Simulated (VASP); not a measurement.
Input of a VASP 6.6.1 run:

The input INCAR:

```
PREC = Accurate ; ENCUT = 520
EDIFF = 1E-6 ; ISMEAR = 0
SIGMA = 0.15 ; LREAL = False
LASPH = True ; NELM = 100
ALGO = Fast ; ISIF = 2
LWAVE = False ; LCHARG = False
GGA = PS ; NBANDS = 25
```

The input KPOINTS:

```
regular mesh
0
Gamma
  12 12 18
```

Contents of POSCAR:

```
Ti
1.0
    4.2490506191      0.0000000000      0.0000000000
   -2.1245253095      3.6797857781      0.0000000000
    0.0000000000      0.0000000000      3.1605187931
Ti
3
Direct
    0.0000000000      0.0000000000      0.0000000000
    0.3333333333      0.6666666667      0.5000000000
    0.6666666667      0.3333333333      0.5000000000
```

Potentials or basis: VASP PAW PBE potentials, release 64 (Ti_sv).

Command:

```console
$ cat potpaw_PBE.64/Ti_sv/POTCAR > POTCAR
$ mpirun -np 1 vasp_std > vasp.out
```

(1) Estimate the pressure.

(2) Estimate the band gap on the k mesh.

Results:

(1) 0.0 GPa.

(2) zero (bands 18 and 19 overlap by 0.51 eV).

Caveat: the PAW data sets were made with another functional, which shifts forces and pressure a little.
